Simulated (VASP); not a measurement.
# Fe (P6_3/mmc) in VASP: a series of runs

Fe is run at these levels: PBE; tasks: single point, relaxation of cell and atoms.

Everything below comes from runs of VASP 6.6.1. Logs are shortened: lines on timing, memory, paths and dates and some standing lists are left out, and cuts for length are marked.

### Step 1. The cell of the first run

Symmetry: P6_3/mmc, No. 194, hexagonal system. Conventional cell: a = 2.461 Å, b = 2.461 Å, c = 3.890 Å, α = 90.00°, β = 90.00°, γ = 120.00°. Fe (site symmetry -6m2) has 12 Fe at 2.41 to 2.46 Å within 3.2 Å.

### Step 2. Single point, PBE

File INCAR:

```
SYSTEM = Fe
ALGO = Normal
EDIFF = 1E-6
ENCUT = 520
GGA = PE
ISIF = 2
ISMEAR = 0
LASPH = .True.
LCHARG = .True.
LELF = .True.
LREAL = .False.
LVHAR = .True.
LWAVE = .False.
NBANDS = 15
NELM = 100
PREC = Accurate
SIGMA = 0.1
```

File KPOINTS:

```
k-points
0
Gamma
  27 27 14
  0 0 0
```

File POSCAR:

```
Fe
1.0
    2.4605860541      0.0000000000      0.0000000000
   -1.2302930271      2.1309300311      0.0000000000
    0.0000000000      0.0000000000      3.8897120521
Fe
2
Direct
    0.3333333333      0.6666666667      0.7500000000
    0.6666666667      0.3333333333      0.2500000000
```

Potentials or basis: VASP PAW PBE potentials, release 64 (Fe).

Started as:

```bash
> cat potpaw_PBE.64/Fe/POTCAR > POTCAR
> mpirun -np 1 vasp_std > vasp.out
```

OUTCAR:

```text
SYSTEM = Fe
   EDIFF = 1E-6
   ENCUT = 520
   GGA = PE
   ISIF = 2
   ISMEAR = 0
   LASPH = .True.
   LREAL = .False.
   NELM = 100
   PREC = Accurate

 ion  position               nearest neighbor table
   1  0.333  0.667  0.750-   2 2.41   2 2.41   2 2.41   2 2.41   2 2.41   2 2.41
   2  0.667  0.333  0.250-   1 2.41   1 2.41   1 2.41   1 2.41   1 2.41   1 2.41

  LATTYP: Found a hexagonal cell.
 ALAT       =     2.4605860541
 C/A-ratio  =     1.5808071600

  Lattice vectors:

 A1 = (   2.4605860541,   0.0000000000,   0.0000000000)
 A2 = (  -1.2302930271,   2.1309300311,   0.0000000000)
 A3 = (   0.0000000000,   0.0000000000,   3.8897120521)

Analysis of symmetry for initial positions (statically):
=====================================================================
 Subroutine PRICEL returns:
 Original cell was already a primitive cell.

 Routine SETGRP: Setting up the symmetry group for a
 hexagonal supercell.

 Subroutine GETGRP returns: Found 24 space group operations
 (whereof 12 operations were pure point group operations)
 out of a pool of 24 trial point group operations.

The static configuration has the point symmetry D_3d.
 The point group associated with its full space group is D_6h.

Analysis of symmetry for dynamics (positions and initial velocities):
=====================================================================
 Subroutine PRICEL returns:
 Original cell was already a primitive cell.

 Routine SETGRP: Setting up the symmetry group for a
 hexagonal supercell.

 Subroutine GETGRP returns: Found 24 space group operations
 (whereof 12 operations were pure point group operations)
 out of a pool of 24 trial point group operations.

The dynamic configuration has the point symmetry D_3d.
 The point group associated with its full space group is D_6h.

 Subroutine INISYM returns: Found 24 space group operations
 (whereof 12 operations are pure point group operations),
 and found     1 'primitive' translations

----------------------------------------------------------------------------------------

                                     Primitive cell

  volume of cell :      20.3951

  direct lattice vectors                    reciprocal lattice vectors
     2.460586054  0.000000000  0.000000000     0.406407245  0.234639332  0.000000000
    -1.230293027  2.130930031  0.000000000     0.000000000  0.469278665  0.000000000
     0.000000000  0.000000000  3.889712052     0.000000000  0.000000000  0.257088439

  length of vectors
[... 91 lines left out ...]
   TEBEG  =    0.0;   TEEND  =   0.0 temperature during run
   PSTRESS=    0.0 pullay stress
   NELECT =      16.0000    total number of electrons
   NUPDOWN=      -1.0000    fix difference up-down
   EMIN   =  10.00;   EMAX   =-10.00  energy-range for DOS
   EFERMI =   0.00;   METHOD = LEGACY
   ISMEAR =     0;   SIGMA  =   0.10  broadening in eV -4-tet -1-fermi 0-gaus
   EFERMI_NEDOS =   21; number of points for ismear=-14 and -15
   IALGO  =     38    algorithm
   IMIX   =      4    mixing-type and parameters
     AMIX     =   0.40;   BMIX     =  1.00
     AMIX_MAG =   1.60;   BMIX_MAG =  1.00
  volume/ion in A,a.u.               =      10.20        68.82
  Fermi-wavevector in a.u.,A,eV,Ry     =   1.509871  2.853242 31.017331  2.279710
  Thomas-Fermi vector in A             =   2.620136
   LORBIT       =      0    0 simple, 1 ext, 2 COOP (PROOUT), +10 PAW based schemes
   GGA     = PE    functional components
   LHFCALC =     F    Hartree Fock is set to
   AEXX    =    0.0000 exact exchange contribution
   IVDW    =     0    specifies the selected vdW correction
   LEPSILON=     F    determine dielectric tensor
   LRPA    =     F    only Hartree local field effects (RPA)
 non-spin polarized calculation
 Gauss-broadening in eV      SIGMA  =   0.10
  energy-cutoff  :      520.00
  volume of cell :       20.40
 maximum number of plane-waves:       565
   NGX =  9   NGY =  9   NGZ = 15

 number of electron      16.0000007 magnetization

 Free energy of the ion-electron system (eV)
  ---------------------------------------------------
  ext. energy  EPLUGINS =         0.00000000
  ---------------------------------------------------
  free energy    TOTEN  =       -16.31374087 eV

  energy without entropy =      -16.30039864  energy(sigma->0) =      -16.30706975

 E-fermi :   6.8969     XC(G=0): -13.7879

 val. band max:        6.8965597979   @ k =   0.2963   0.2963   0.2857
 cond. band min:       6.8975507465   @ k =   0.4444   0.0370   0.5000
 fundamental gap:      0.0009909486
 Fermi energy:         6.8968603410

 k-point     1 :       0.0000    0.0000    0.0000
  band No.  band energies     occupation
      1      -2.0125      2.00000
      2       1.9727      2.00000
      3       5.2480      2.00000
      4       5.2480      2.00000
      5       5.3772      2.00000
      6       5.7123      2.00000
      7       5.7123      2.00000
      8       6.0523      2.00000
      9       6.0523      2.00000
     10       7.4411      0.00000
     11       7.6038      0.00000
     12       7.6038      0.00000
     13      15.6628      0.00000
     14      28.7906      0.00000
[... 401 lines left out ...]
      2       2.6828      2.00000
      3       2.9967      2.00000
      4       4.4479      2.00000
      5       5.0343      2.00000
      6       5.4684      2.00000
      7       5.6573      2.00000
      8       7.4177      0.00000
      9       7.5259      0.00000
     10       7.9374      0.00000
     11       8.1287      0.00000
     12      14.2141      0.00000
     13      16.2514      0.00000
     14      18.1755      0.00000
     15      22.9484      0.00000

 [... further k-points ...]

------------------------ aborting loop because EDIFF is reached ----------------------------------------

  FORCE on cell =-STRESS in cart. coord.  units (eV):
  Direction    XX          YY          ZZ          XY          YZ          ZX
  --------------------------------------------------------------------------------------
  -------------------------------------------------------------------------------------
  Total       -0.0750405     -0.0750405     -0.1015911      0.0000000      0.0000000      0.0000000
  in kB       -5.8949648     -5.8949648     -7.9807023      0.0000000      0.0000000      0.0000000
  external PRESSURE =      -6.5902106 kB  Pullay stress =       0.0000000 kB

 VOLUME and BASIS-vectors are now :
 -----------------------------------------------------------------------------
  energy-cutoff  :      520.00
  volume of cell :       20.40
      direct lattice vectors                 reciprocal lattice vectors
     2.460586054  0.000000000  0.000000000     0.406407245  0.234639332  0.000000000
    -1.230293027  2.130930031  0.000000000     0.000000000  0.469278665  0.000000000
     0.000000000  0.000000000  3.889712052     0.000000000  0.000000000  0.257088439

 POSITION                                       TOTAL-FORCE (eV/Angst)
 -----------------------------------------------------------------------------------
     -0.00000      1.42062      2.91728         0.000000      0.000000      0.000000
      1.23029      0.71031      0.97243        -0.000000      0.000000      0.000000
 -----------------------------------------------------------------------------------
    total drift:                                0.000000      0.000000     -0.000000

  FREE ENERGIE OF THE ION-ELECTRON SYSTEM (eV)
  ---------------------------------------------------
  free  energy   TOTEN  =       -16.3137408692 eV

  energy  without entropy=      -16.3003986382  energy(sigma->0) =      -16.30706975
```

Wall time 2.1 min (1 thread of AMD EPYC 7R43 (Zen 3), shared host); peak memory 0.23 GiB.

What came out:

```
Free energy            : -16.3137 eV
Pressure               : -0.7 GPa
Band gap on the k mesh : zero (band 8 reaches 7.80 eV, above the bottom of band 9 at 5.89 eV)
```

Caveat: the run has no spin polarisation, though such a crystal can be magnetic.

[end of part 1 of 2]
